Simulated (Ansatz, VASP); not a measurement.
# Li2O in VASP and in Ansatz

INCAR

```
SYSTEM = Li2O
  PREC = Accurate
  ENCUT = 750
  EDIFF = 1E-6
  ISMEAR = -1
  SIGMA = 0.0178
  LREAL = .FALSE.
  LASPH = .TRUE.
  NELM = 120
  ALGO = Normal
  ISIF = 2
  LWAVE = .FALSE.
  LCHARG = .FALSE.
  GGA = PE
  NBANDS = 13
  GGA_COMPAT = .FALSE.
```

KPOINTS

```
regular mesh
0
G
  7 7 7
  0 0 0
```

Contents of POSCAR:

```
Li2O
1.0
    0.0000000000      2.3093130000      2.3093130000
    2.3093130000      0.0000000000      2.3093130000
    2.3093130000      2.3093130000      0.0000000000
O Li
1 2
Direct
    0.0000000000      0.0000000000      0.0000000000
    0.2500000000      0.2500000000      0.2500000000
    0.7500000000      0.7500000000      0.7500000000
```

Input for Ansatz:

```yaml
crystal:
  lattice:
    - [0.0, 2.309313, 2.309313]
    - [2.309313, 0.0, 2.309313]
    - [2.309313, 2.309313, 0.0]
  atoms:
    - { symbol: O, position: [0.0, 0.0, 0.0] }
    - { symbol: Li, position: [0.25, 0.25, 0.25] }
    - { symbol: Li, position: [0.75, 0.75, 0.75] }
  symmetry: { tolerance: 0.0003 }
kpoints:
  mp_grid: { grid: [7, 7, 7], shift: [0, 0, 0] }
magnetization:
  spin_polarized: false
scf:
  occupations: { method: fermi_dirac, width: 0.0178 }
hamiltonian:
  pseudopotentials: { kind: paw }
  xc: pbe
basis:
  ecutwfc: 420
output:
  forces: true
  stress: true
  eigenvalues: true
  write_density: true
  write_potential: true
  elf: true
  volumetric_format: npy
```

Alike in both runs: task single point; functional PBE; k mesh 7 × 7 × 7; occupations fermi-dirac, width 0.0178 eV; no spin polarisation.

```csv
,VASP,Ansatz
version,VASP 6.6.1,Ansatz 0.2.0
potentials or method,"VASP PAW PBE potentials, release 64 (O, Li_sv), cutoff 750 eV",PAW plane waves
valence electrons in the cell,12,12
```

```tsv
	VASP	Ansatz	Ansatz less VASP
gap on the k mesh at the Fermi level (eV)	5.14	5.16	+0.013
pressure (GPa)	0.1	0.4	+0.33
```
